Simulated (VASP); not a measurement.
# KF (Carobbiite): single point with PBE

KF (Carobbiite):

```xyz
2
Lattice="0.0000 2.7625 2.7625 2.7625 0.0000 2.7625 2.7625 2.7625 0.0000" Properties=species:S:1:pos:R:3 pbc="T T T"
K     0.0000    0.0000    0.0000
F     2.7625    2.7625    2.7625
```

This cell differs from its parent crystal: volume scaled by 1.06.

```
Program                : VASP 6.6.1
Task                   : single point
Functional             : PBE
Potentials or basis    : VASP PAW PBE potentials, release 64 (K_sv, F)
Cutoff                 : 520 eV
k mesh                 : 8 × 8 × 8
Occupations            : gaussian, width 0.02 eV
Spin                   : no spin polarisation
Dipole correction      : no
Further INCAR settings : ALGO = Normal; EDIFF = 1e-06; NBANDS = 15
```

```json
{
  "Pressure": "-1.5 GPa",
  "Band gap on the k mesh": "5.67 eV, direct"
}
```

Levels at points of the mesh, in eV from the valence-band top:
| k point | band 4 | band 5 | band 6 | band 7 | band 8 | band 9 | band 10 | band 11 | band 12 | band 13 |
| --- | --- | --- | --- | --- | --- | --- | --- | --- | --- | --- |
| (0.00, 0.00, 0.00) | -9.74 | -9.74 | 0.00 | 0.00 | 0.00 | 5.67 | 10.39 | 10.39 | 10.39 | 11.93 |
| (0.50, 0.00, 0.00) | -9.77 | -9.77 | -0.69 | -0.27 | -0.27 | 8.64 | 9.88 | 11.60 | 11.60 | 13.65 |
| (0.50, 0.50, 0.00) | -9.90 | -9.90 | -0.25 | -0.07 | -0.07 | 8.10 | 9.76 | 11.03 | 13.08 | 13.61 |

Wall time 27 s on 1 thread of AMD EPYC 7R43 64-Core Processor (Zen 3) (shared host), peak memory 0.14 GiB.

 A k mesh can miss the band edges.
